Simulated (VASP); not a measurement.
# BeTe (F-43m) in VASP: a series of runs

Runs on BeTe. Level: r2SCAN. Tasks: single point, relaxation of cell and atoms.

All numbers are computed with VASP 6.6.1; they aren't measurements. Logs are shortened: lines on timing, memory, paths and dates and some standing lists are left out, and cuts for length are marked.

### Step 1. The cell of the first run

It takes space group F-43m (No. 216, cubic). Conventional cell: a = 5.522 Å, b = 5.522 Å, c = 5.522 Å, α = 90.00°, β = 90.00°, γ = 90.00°. Within 3.2 Å of Be (site symmetry -43m) lie 4 Te at 2.39 Å. Te (site symmetry -43m) has 4 Be at 2.39 Å within 3.2 Å.

### Step 2. Single point, r2SCAN

Input file POSCAR:

```
BeTe
1.0
    0.0000000000      2.7609193709      2.7609193709
    2.7609193709      0.0000000000      2.7609193709
    2.7609193709      2.7609193709      0.0000000000
Be Te
1 1
Direct
    0.0000000000      0.0000000000      0.0000000000
    0.7500000000      0.7500000000      0.7500000000
```

Input file INCAR.step1:

```
SYSTEM = BeTe
PREC     = Accurate       ! precision mode
ENCUT    = 520            ! plane-wave cutoff, eV
ISMEAR   = 0              ! smearing method
SIGMA    = 0.01           ! smearing width, eV
LREAL    = .FALSE.        ! projectors in reciprocal space
LASPH    = .TRUE.         ! aspherical terms in the spheres
NELM     = 100            ! most SCF steps
NBANDS   = 11             ! bands
GGA      = PE             ! functional
ALGO     = Normal         ! electronic algorithm
EDIFF    = 1E-4           ! SCF threshold, eV
LWAVE    = .TRUE.         ! write WAVECAR
LCHARG   = .FALSE.        ! write CHGCAR
```

Input file INCAR.step2:

```
SYSTEM = BeTe
PREC     = Accurate       ! precision mode
ENCUT    = 520            ! plane-wave cutoff, eV
EDIFF    = 1E-6           ! SCF threshold, eV
ISMEAR   = 0              ! smearing method
SIGMA    = 0.01           ! smearing width, eV
LREAL    = .FALSE.        ! projectors in reciprocal space
LASPH    = .TRUE.         ! aspherical terms in the spheres
NELM     = 100            ! most SCF steps
ALGO     = Normal         ! electronic algorithm
ISIF     = 2              ! what is computed and relaxed
LWAVE    = .FALSE.        ! write WAVECAR
LCHARG   = .FALSE.        ! write CHGCAR
METAGGA  = R2SCAN         ! meta-GGA
LMIXTAU  = .TRUE.       
NBANDS   = 11             ! bands
ISTART   = 1
```

Input file KPOINTS:

```
Automatic mesh
0
G
  8 8 8
  0 0 0
```

Potentials or basis: VASP PAW PBE potentials, release 64 (Be, Te).

The run is started by

```sh
cat potpaw_PBE.64/Be/POTCAR potpaw_PBE.64/Te/POTCAR > POTCAR
cp INCAR.step1 INCAR
mpirun -np 1 vasp_std > vasp.out
cp INCAR.step2 INCAR
mpirun -np 1 vasp_std > vasp.out
```

OUTCAR:

```text
SYSTEM = BeTe
   PREC = Accurate
   ENCUT = 520
   EDIFF = 1E-6
   ISMEAR = 0
   LREAL = .FALSE.
   LASPH = .TRUE.
   NELM = 100
   ISIF = 2
   METAGGA = R2SCAN
   ISTART = 1

 ion  position               nearest neighbor table
   1  0.000  0.000  0.000-   2 2.39   2 2.39   2 2.39   2 2.39
   2  0.750  0.750  0.750-   1 2.39   1 2.39   1 2.39   1 2.39

  LATTYP: Found a face centered cubic cell.
 ALAT       =     5.5218387418

  Lattice vectors:

 A1 = (   0.0000000000,   2.7609193709,   2.7609193709)
 A2 = (   2.7609193709,   0.0000000000,   2.7609193709)
 A3 = (   2.7609193709,   2.7609193709,   0.0000000000)

Analysis of symmetry for initial positions (statically):
=====================================================================
 Subroutine PRICEL returns:
 Original cell was already a primitive cell.

 Routine SETGRP: Setting up the symmetry group for a
 face centered cubic supercell.

 Subroutine GETGRP returns: Found 24 space group operations
 (whereof 24 operations were pure point group operations)
 out of a pool of 48 trial point group operations.

The static configuration has the point symmetry T_d .

Analysis of symmetry for dynamics (positions and initial velocities):
=====================================================================
 Subroutine PRICEL returns:
 Original cell was already a primitive cell.

 Routine SETGRP: Setting up the symmetry group for a
 face centered cubic supercell.

 Subroutine GETGRP returns: Found 24 space group operations
 (whereof 24 operations were pure point group operations)
 out of a pool of 48 trial point group operations.

The dynamic configuration has the point symmetry T_d .

 Subroutine INISYM returns: Found 24 space group operations
 (whereof 24 operations are pure point group operations),
 and found     1 'primitive' translations

----------------------------------------------------------------------------------------

                                     Primitive cell

  volume of cell :      42.0912

  direct lattice vectors                    reciprocal lattice vectors
     0.000000000  2.760919371  2.760919371    -0.181099095  0.181099095  0.181099095
     2.760919371  0.000000000  2.760919371     0.181099095 -0.181099095  0.181099095
     2.760919371  2.760919371  0.000000000     0.181099095  0.181099095 -0.181099095

  length of vectors
     3.904529619  3.904529619  3.904529619     0.313672834  0.313672834  0.313672834

[... 87 lines left out ...]
   ISYM   =      2    0-nonsym 1-usesym 2-fastsym
   POTIM  = 0.5000    time-step for ionic-motion
   TEBEG  =    0.0;   TEEND  =   0.0 temperature during run
   PSTRESS=    0.0 pullay stress
   NELECT =       8.0000    total number of electrons
   NUPDOWN=      -1.0000    fix difference up-down
   EMIN   =  10.00;   EMAX   =-10.00  energy-range for DOS
   EFERMI =   0.00;   METHOD = LEGACY
   ISMEAR =     0;   SIGMA  =   0.01  broadening in eV -4-tet -1-fermi 0-gaus
   EFERMI_NEDOS =   21; number of points for ismear=-14 and -15
   IALGO  =     38    algorithm
   IMIX   =      4    mixing-type and parameters
     AMIX     =   0.40;   BMIX     =  1.00
     AMIX_MAG =   1.60;   BMIX_MAG =  1.00
  volume/ion in A,a.u.               =      21.05       142.02
  Fermi-wavevector in a.u.,A,eV,Ry     =   0.941256  1.778716 12.054257  0.885963
  Thomas-Fermi vector in A             =   2.068749
   LORBIT       =      0    0 simple, 1 ext, 2 COOP (PROOUT), +10 PAW based schemes
   METAGGA = R2SCAN    functional components
   LHFCALC =     F    Hartree Fock is set to
   AEXX    =    0.0000 exact exchange contribution
   IVDW    =     0    specifies the selected vdW correction
   LEPSILON=     F    determine dielectric tensor
   LRPA    =     F    only Hartree local field effects (RPA)
 non-spin polarized calculation
 Gauss-broadening in eV      SIGMA  =   0.01
  energy-cutoff  :      520.00
  volume of cell :       42.09
 maximum number of plane-waves:      1158
 NGX is ok and might be reduce to    30
   NGX = 15   NGY = 15   NGZ = 15

 number of electron       8.0000000 magnetization

 Free energy of the ion-electron system (eV)
  ---------------------------------------------------
  ext. energy  EPLUGINS =         0.00000000
  ---------------------------------------------------
  free energy    TOTEN  =       -30.63413964 eV

  energy without entropy =      -30.63413964  energy(sigma->0) =      -30.63413964

 E-fermi :   5.6934     XC(G=0):  -9.7301

 val. band max:        5.6331036747   @ k =   0.0000   0.0000   0.0000
 cond. band min:       7.8135381777   @ k =   0.5000   0.5000   0.0000
 fundamental gap:      2.1804345030
 Fermi energy:         5.6934212974

 k-point     1 :       0.0000    0.0000    0.0000
  band No.  band energies     occupation
      1      -7.5853      2.00000
      2       5.6331      2.00000
      3       5.6331      2.00000
      4       5.6331      2.00000
      5       9.5796      0.00000
      6       9.5796      0.00000
      7       9.5796      0.00000
      8      10.6222      0.00000
      9      14.7792      0.00000
     10      16.4931      0.00000
     11      16.4931      0.00000
[... 309 lines left out ...]
 k-point    24 :      -0.3750    0.2500    0.1250
  band No.  band energies     occupation
      1      -5.6906      2.00000
      2      -0.0718      2.00000
      3       2.4080      2.00000
      4       3.4766      2.00000
      5      10.2685      0.00000
      6      10.5210      0.00000
      7      13.1057      0.00000
      8      14.2590      0.00000
      9      14.8129      0.00000
     10      18.1212      0.00000
     11      18.5831      0.00000

 [... further k-points ...]

------------------------ aborting loop because EDIFF is reached ----------------------------------------

  FORCE on cell =-STRESS in cart. coord.  units (eV):
  Direction    XX          YY          ZZ          XY          YZ          ZX
  --------------------------------------------------------------------------------------
  -------------------------------------------------------------------------------------
  Total        1.3679735      1.3679735      1.3679735      0.0000000      0.0000000      0.0000000
  in kB       52.0711410     52.0711410     52.0711410      0.0000000      0.0000000      0.0000000
  external PRESSURE =      52.0711410 kB  Pullay stress =       0.0000000 kB

 VOLUME and BASIS-vectors are now :
 -----------------------------------------------------------------------------
  energy-cutoff  :      520.00
  volume of cell :       42.09
      direct lattice vectors                 reciprocal lattice vectors
     0.000000000  2.760919371  2.760919371    -0.181099095  0.181099095  0.181099095
     2.760919371  0.000000000  2.760919371     0.181099095 -0.181099095  0.181099095
     2.760919371  2.760919371  0.000000000     0.181099095  0.181099095 -0.181099095

 POSITION                                       TOTAL-FORCE (eV/Angst)
 -----------------------------------------------------------------------------------
      0.00000      0.00000      0.00000         0.000000      0.000000      0.000000
      4.14138      4.14138      4.14138        -0.000000     -0.000000     -0.000000
 -----------------------------------------------------------------------------------
    total drift:                               -0.000000     -0.000000     -0.000000

  FREE ENERGIE OF THE ION-ELECTRON SYSTEM (eV)
  ---------------------------------------------------
  free  energy   TOTEN  =       -30.6341396383 eV

  energy  without entropy=      -30.6341396383  energy(sigma->0) =      -30.63413964
```

OUTCAR.step1:

```text
SYSTEM = BeTe
   PREC = Accurate
   ENCUT = 520
   ISMEAR = 0
   LREAL = .FALSE.
   LASPH = .TRUE.
[... 558 lines left out ...]
      0.00000      0.00000      0.00000         0.000000      0.000000      0.000000
      4.14138      4.14138      4.14138        -0.000000     -0.000000     -0.000000
 -----------------------------------------------------------------------------------
    total drift:                               -0.000000     -0.000000     -0.000000

  FREE ENERGIE OF THE ION-ELECTRON SYSTEM (eV)
  ---------------------------------------------------
  free  energy   TOTEN  =        -7.5722280987 eV

  energy  without entropy=       -7.5722280987  energy(sigma->0) =       -7.57222810
```

OSZICAR.step1:

```text
N       E                     dE             d eps       ncg     rms          rms(c)
DAV:   1     0.199094635772E+02    0.19909E+02   -0.32210E+03   638   0.586E+02
DAV:   2    -0.663987722812E+01   -0.26549E+02   -0.25720E+02   834   0.976E+01
DAV:   3    -0.774625446079E+01   -0.11064E+01   -0.11047E+01   861   0.201E+01
DAV:   4    -0.775627883048E+01   -0.10024E-01   -0.10022E-01   769   0.218E+00
DAV:   5    -0.775646918997E+01   -0.19036E-03   -0.19036E-03   821   0.291E-01    0.453E+00
DAV:   6    -0.761225219814E+01    0.14422E+00   -0.17956E-01   740   0.175E+00    0.269E+00
DAV:   7    -0.757145136957E+01    0.40801E-01   -0.13007E-01   779   0.159E+00    0.581E-01
DAV:   8    -0.757191062601E+01   -0.45926E-03   -0.74406E-03   728   0.505E-01    0.933E-02
DAV:   9    -0.757216492461E+01   -0.25430E-03   -0.37956E-04   757   0.115E-01    0.367E-02
DAV:  10    -0.757222809875E+01   -0.63174E-04   -0.82953E-05   711   0.476E-02
   1 F= -.75722281E+01 E0= -.75722281E+01  d E =-.235703E-11
```

Wall time 49 s (1 thread of AMD EPYC 7R43 (Zen 3), shared host); peak memory 0.14 GiB.

Results:

- Free energy: -30.6341 eV
- Pressure: 5.2 GPa
- Band gap on the k mesh: 2.18 eV, indirect (least direct gap 3.95 eV)

Caveat: the PAW data sets were made with another functional, which shifts forces and pressure a little; spin-orbit coupling is left out, which moves the levels of the heavy elements.

### Step 3. Relaxation of cell and atoms, r2SCAN, target pressure 5 GPa, at which the enthalpy is minimised

This run uses another cell than the first one, of 22.63 Å³/atom, 1.075 times its volume.

Input file POSCAR:

```
BeTe
1.0
    0.0000000000      2.8284052969      2.8284052969
    2.8284052969      0.0000000000      2.8284052969
    2.8284052969      2.8284052969      0.0000000000
Be Te
1 1
Direct
    0.0000000000      0.0000000000      0.0000000000
    0.7500000000      0.7500000000      0.7500000000
```

Input file INCAR.step1:

```
SYSTEM = BeTe
PREC     = Accurate       ! precision mode
ENCUT    = 600            ! plane-wave cutoff, eV
ISMEAR   = 0              ! smearing method
SIGMA    = 0.01           ! smearing width, eV
LREAL    = .False.        ! projectors in reciprocal space
LASPH    = .True.         ! aspherical terms in the spheres
NELM     = 80             ! most SCF steps
GGA      = PE             ! functional
ALGO     = Normal         ! electronic algorithm
EDIFF    = 1E-4           ! SCF threshold, eV
LWAVE    = .True.         ! write WAVECAR
LCHARG   = .False.        ! write CHGCAR
```

Input file INCAR.step2:

```
SYSTEM = BeTe
PREC     = Accurate       ! precision mode
ENCUT    = 600            ! plane-wave cutoff, eV
EDIFF    = 1E-6           ! SCF threshold, eV
ISMEAR   = 0              ! smearing method
SIGMA    = 0.01           ! smearing width, eV
LREAL    = .False.        ! projectors in reciprocal space
LASPH    = .True.         ! aspherical terms in the spheres
NELM     = 80             ! most SCF steps
ALGO     = Normal         ! electronic algorithm
ISIF     = 3              ! what is computed and relaxed
LWAVE    = .False.        ! write WAVECAR
LCHARG   = .False.        ! write CHGCAR
METAGGA  = R2SCAN         ! meta-GGA
LMIXTAU  = .True.       
IBRION   = 2              ! ionic algorithm
NSW      = 100            ! ionic steps
EDIFFG   = -0.002         ! ionic threshold
PSTRESS  = 50.0         
ISTART   = 1
```

Input file KPOINTS:

```
regular mesh
0
Gamma
  8 8 8
  0 0 0
```

Potentials or basis: VASP PAW PBE potentials, release 64 (Be, Te).

The run is started by

```sh
cat potpaw_PBE.64/Be/POTCAR potpaw_PBE.64/Te/POTCAR > POTCAR
cp INCAR.step1 INCAR
mpirun -np 1 vasp_std > vasp.out
cp INCAR.step2 INCAR
mpirun -np 1 vasp_std > vasp.out
```

OUTCAR:

```text
SYSTEM = BeTe
   PREC = Accurate
   ENCUT = 600
   EDIFF = 1E-6
   ISMEAR = 0
   LREAL = .False.
   LASPH = .True.
   NELM = 80
   ISIF = 3
   METAGGA = R2SCAN
   IBRION = 2
   NSW = 100
   EDIFFG = -0.002
   PSTRESS = 50.0
   ISTART = 1

 ion  position               nearest neighbor table
   1  0.000  0.000  0.000-   2 2.45   2 2.45   2 2.45   2 2.45
   2  0.750  0.750  0.750-   1 2.45   1 2.45   1 2.45   1 2.45

  LATTYP: Found a face centered cubic cell.
 ALAT       =     5.6568105938

  Lattice vectors:

 A1 = (   0.0000000000,   2.8284052969,   2.8284052969)
 A2 = (   2.8284052969,   0.0000000000,   2.8284052969)
 A3 = (   2.8284052969,   2.8284052969,   0.0000000000)

Analysis of symmetry for initial positions (statically):
=====================================================================
 Subroutine PRICEL returns:
 Original cell was already a primitive cell.

 Routine SETGRP: Setting up the symmetry group for a
 face centered cubic supercell.

 Subroutine GETGRP returns: Found 24 space group operations
 (whereof 24 operations were pure point group operations)
 out of a pool of 48 trial point group operations.

The static configuration has the point symmetry T_d .
[... 170 lines left out ...]
  Total        0.0490825      0.0490825      0.0490825      0.0000000     -0.0000000      0.0000000
  in kB        1.7377312      1.7377312      1.7377312      0.0000000     -0.0000000      0.0000000
  external PRESSURE =     -48.2622688 kB  Pullay stress =      50.0000000 kB
[... 63 lines left out ...]
--------------------------------------- Ionic step        3  -------------------------------------------

 number of electron       8.0000000 magnetization

 Free energy of the ion-electron system (eV)
  ---------------------------------------------------
  ext. energy  EPLUGINS =         0.00000000
  ---------------------------------------------------
  free energy    TOTEN  =       -30.63866833 eV

  energy without entropy =      -30.63866833  energy(sigma->0) =      -30.63866833

 E-fermi :   5.6433     XC(G=0):  -9.7179

 val. band max:        5.5997170206   @ k =   0.0000   0.0000   0.0000
 cond. band min:       7.7870348485   @ k =   0.5000   0.5000   0.0000
 fundamental gap:      2.1873178279
 Fermi energy:         5.6433480029

 k-point     1 :       0.0000    0.0000    0.0000
  band No.  band energies     occupation
      1      -7.5977      2.00000
      2       5.5997      2.00000
      3       5.5997      2.00000
      4       5.5997      2.00000
      5       9.5487      0.00000
      6       9.5487      0.00000
      7       9.5487      0.00000
      8      10.5641      0.00000
[... 243 lines left out ...]
 k-point    24 :      -0.3750    0.2500    0.1250
  band No.  band energies     occupation
      1      -5.7124      2.00000
      2      -0.0871      2.00000
      3       2.3856      2.00000
      4       3.4523      2.00000
      5      10.2377      0.00000
      6      10.4822      0.00000
      7      13.0618      0.00000
      8      14.2153      0.00000

 [... further k-points ...]

------------------------ aborting loop because EDIFF is reached ----------------------------------------

  FORCE on cell =-STRESS in cart. coord.  units (eV):
  Direction    XX          YY          ZZ          XY          YZ          ZX
  --------------------------------------------------------------------------------------
  -------------------------------------------------------------------------------------
  Total        1.3170677      1.3170677      1.3170677      0.0000000     -0.0000000      0.0000000
  in kB       49.9941437     49.9941437     49.9941437      0.0000000     -0.0000000      0.0000000
  external PRESSURE =      -0.0058563 kB  Pullay stress =      50.0000000 kB
[... 21 lines left out ...]
  energy  without entropy=      -30.6386683257  energy(sigma->0) =      -30.63866833

  enthalpy is  TOTEN    =       -29.3214463199 eV   P V=        1.3172220058

 reached required accuracy - stopping structural energy minimisation
```

It took 1.9 min on 1 thread of AMD EPYC 7R43 (Zen 3), shared host; peak memory 0.16 GiB.

Results:

| Item | Value |
| --- | --- |
| Free energy | -30.6387 eV |
| Relaxed volume | 21.10 Å³/atom |
| Relaxed cell | a = 3.908 Å, b = 3.908 Å, c = 3.908 Å, α = 60.00°, β = 60.00°, γ = 60.00° |
| Space group after relaxing (to 0.05 Å) | F-43m (No. 216) |
| Energy change on relaxing (the enthalpy is what falls) | +23.4 meV/atom |
| Ionic steps | 3 |
| Pressure after relaxing | 5.0 GPa |
| Band gap on the k mesh | 2.19 eV, indirect (least direct gap 3.95 eV) |

Step by step:
```
step  energy change (eV)  largest force (eV/Å)  pressure (GPa)  volume (Å³)
   1              0.0000                0.0000            0.17        45.25
   2              0.0963                0.0000            7.55        40.93
   3              0.0467                0.0000            5.00        42.21
```

Final structure:
```
Be Te
1.0
     0.00000    2.76348    2.76348
     2.76348    0.00000    2.76348
     2.76348    2.76348    0.00000
Be Te
1 1
Direct
  0.00000 0.00000 0.00000
  0.75000 0.75000 0.75000
```

Caveat: the cell is relaxed towards a set pressure, so the enthalpy falls and the energy may rise; the PAW data sets were made with another functional, which shifts forces and pressure a little; spin-orbit coupling is left out, which moves the levels of the heavy elements. r2SCAN opens gaps a little over a GGA but as a rule still falls short of measured ones.
